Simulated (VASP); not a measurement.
Wanted: the native input for a VASP 6.6.1 run.

| Property | Result |
| --- | --- |
| Task | single point |
| Functional | PBEsol |
| Potentials or basis | VASP PAW PBE potentials, release 64 (Si) |
| Cutoff | 520 eV |
| k mesh | 9 × 9 × 4 |
| Occupations | fermi-dirac, width 0.02 eV |
| Spin | no spin polarisation |
| Dipole correction | no |
| Further INCAR settings | ALGO = Normal; EDIFF = 1e-06; NBANDS = 21 |

The structure of Si lies in POSCAR:

```
Si
1.0
    0.0000000000      2.7165779550     -2.7165779550
   -2.7165779550      0.0000000000      2.7165779550
    5.4331559100      5.4331559100      5.4331559100
Si
6
Direct
    0.3333333330      0.6666666670      0.2083333330
    0.6666666670      0.3333333330      0.5416666670
    0.0000000000      0.0000000000      0.8750000000
    0.0000000000      0.0000000000      0.1250000000
    0.3333333330      0.6666666670      0.4583333330
    0.6666666670      0.3333333330      0.7916666670
```

One way to write it, as run:

INCAR

```
ALGO = Normal ; EDIFF = 1E-6
ENCUT = 520 ; GGA = PS
ISIF = 2 ; ISMEAR = -1
LASPH = T ; LCHARG = T
LELF = T ; LREAL = F
LVHAR = T ; LWAVE = F
NBANDS = 21 ; NELM = 60
PREC = Accurate ; SIGMA = 0.02
```

KPOINTS

```
k-points
0
Gamma
  9 9 4
```

Potentials or basis: VASP PAW PBE potentials, release 64 (Si).

The run is started by

```bash
$ cat potpaw_PBE.64/Si/POTCAR > POTCAR
$ mpirun -np 1 vasp_std > vasp.out
```

It gave:

```json
{"Pressure": "0.1 GPa", "Band gap on the k mesh": "0.55 eV"}
```

Caveat: the PAW data sets were made with another functional, which shifts forces and pressure a little.

Run time: 44 s on 1 thread of Intel(R) Xeon(R) 6975P-C (Granite Rapids), on a shared host, peak memory 0.26 GiB.
